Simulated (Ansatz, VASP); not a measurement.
## Two plane-wave programs on Mg7O

```
CELL_PARAMETERS angstrom
-3.36240 3.36240 3.36240
3.36240 -3.36240 3.36240
3.36240 3.36240 -3.36240
ATOMIC_POSITIONS crystal
Mg 0.00000 0.50000 0.50000
Mg 0.50000 0.00000 0.50000
Mg 0.50000 0.50000 0.00000
Mg 0.43803 0.43803 0.43803
Mg 0.00000 0.00000 0.56197
Mg 0.00000 0.56197 0.00000
Mg 0.56197 0.00000 0.00000
O 0.00000 0.00000 0.00000
```

Alike in both runs: task relaxation of cell and atoms; functional PBE; k mesh 4 × 4 × 4; occupations gaussian, width 0.1 eV; no spin polarisation.

```csv
,VASP,Ansatz
version,VASP 6.6.1,Ansatz 0.2.0
potentials or method,"VASP PAW PBE potentials, release 64 (Mg, O), cutoff 600 eV","scalar-relativistic, plane waves, PAW"
valence electrons in the cell,20,76
```

Ansatz gave:

```
gap on the k mesh at the Fermi level, each at its own relaxed structure (eV) : none
relaxed volume (Å³/atom)                                                     : 23.05
relaxed cell length with the largest relative difference (Å)                 : 6.211
```

Estimate VASP's values.

gap on the k mesh at the Fermi level, each at its own relaxed structure (eV): none; relaxed volume (Å³/atom): 23.30; relaxed cell length with the largest relative difference (Å): 6.233.

A gap of «none» marks a metal or a gap that the smearing closes. VASP's potentials hold 20 valence electrons a cell and Ansatz's 76, so a difference there can come from the potentials and not from the codes.

Noted on VASP's run: the volume moved by over 15 % at a fixed basis, so the end points are rough.
